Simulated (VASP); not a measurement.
A run of VASP 6.6.1:

Contents of INCAR:

```
SYSTEM = C
PREC     = Accurate       ! precision mode
ENCUT    = 520            ! plane-wave cutoff, eV
EDIFF    = 1E-7           ! SCF threshold, eV
ISMEAR   = 1              ! smearing method
SIGMA    = 0.4            ! smearing width, eV
LREAL    = .False.        ! projectors in reciprocal space
LASPH    = .True.         ! aspherical terms in the spheres
NELM     = 100            ! most SCF steps
ALGO     = Normal         ! electronic algorithm
ISIF     = 2              ! what is computed and relaxed
LWAVE    = .False.        ! write WAVECAR
LCHARG   = .False.        ! write CHGCAR
NBANDS   = 11             ! bands
```

File KPOINTS:

```
regular mesh
0
Gamma
  12 12 12
  0 0 0
```

The input POSCAR:

```
C
1.0
    0.0000000000      1.7834000000      1.7834000000
    1.7834000000      0.0000000000      1.7834000000
    1.7834000000      1.7834000000      0.0000000000
C
2
Direct
    0.6261635079      0.3738364921      0.3738364921
    0.7500000000      0.7500000000      0.7500000000
```

Potentials or basis: VASP PAW LDA potentials, release 64 (C).

Command:

```sh
$ cat potpaw_LDA.64/C/POTCAR > POTCAR
$ mpirun -np 1 vasp_std > vasp.out
```

Hardware: 1 thread of Intel(R) Xeon(R) 6975P-C (Granite Rapids) (shared host).

Question: How long does it take, and how much memory?

Answer: Wall time 11 s on 1 thread of Intel(R) Xeon(R) 6975P-C (Granite Rapids), on a shared host, peak memory 0.13 GiB. Counts: scf iterations 11, k points 280.
